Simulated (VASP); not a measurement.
Here is a VASP 6.6.1 calculation.

POSCAR

```
SrVO3
1.0
    3.8409000000      0.0000000000      0.0000000000
    0.0000000000      3.8409000000      0.0000000000
    0.0000000000      0.0000000000      3.8409000000
Sr V O
1 1 3
Direct
    0.5000000000      0.5000000000      0.5000000000
    0.0000000000      0.0000000000      0.0000000000
    0.0000000000      0.0000000000      0.5000000000
    0.0000000000      0.5000000000      0.0000000000
    0.5000000000      0.0000000000      0.0000000000
```

The input INCAR.step1:

```
PREC = Accurate
ENCUT = 520
ISMEAR = -1
SIGMA = 0.05
LREAL = F
LASPH = T
NELM = 150
MAGMOM = 0 0 0 1.155 1.155 1.155 0 0 0 0 0 0 0 0 0
LSORBIT = T
GGA_COMPAT = F
LMAXMIX = 4
NBANDS = 56
GGA = PE
ALGO = Normal
EDIFF = 1E-4
LWAVE = T
LCHARG = F
```

Contents of INCAR.step2:

```
PREC = Accurate
ENCUT = 520
EDIFF = 1E-6
ISMEAR = -1
SIGMA = 0.05
LREAL = F
LASPH = T
NELM = 150
ALGO = Normal
ISIF = 2
LWAVE = F
LCHARG = T
MAGMOM = 0 0 0 1.155 1.155 1.155 0 0 0 0 0 0 0 0 0
LORBIT = 11
LSORBIT = T
GGA_COMPAT = F
LORBMOM = T
LMAXMIX = 4
METAGGA = R2SCAN
LMIXTAU = T
LVHAR = T
NBANDS = 56
ISTART = 1
```

KPOINTS

```
regular mesh
0
Gamma
  5 5 5
```

Potentials or basis: VASP PAW PBE potentials, release 64 (Sr_sv, V_sv, O).

Run with:

```console
$ cat potpaw_PBE.64/Sr_sv/POTCAR potpaw_PBE.64/V_sv/POTCAR potpaw_PBE.64/O/POTCAR > POTCAR
$ cp INCAR.step1 INCAR
$ mpirun -np 1 vasp_ncl > vasp.out
$ cp INCAR.step2 INCAR
$ mpirun -np 1 vasp_ncl > vasp.out
```

(1) What does it give for the pressure?

(2) Estimate the net moment.

## Answers

(1) 0.8 GPa.

(2) 1.00 μB per cell.

Caveat: the PAW data sets were made with another functional, which shifts forces and pressure a little.
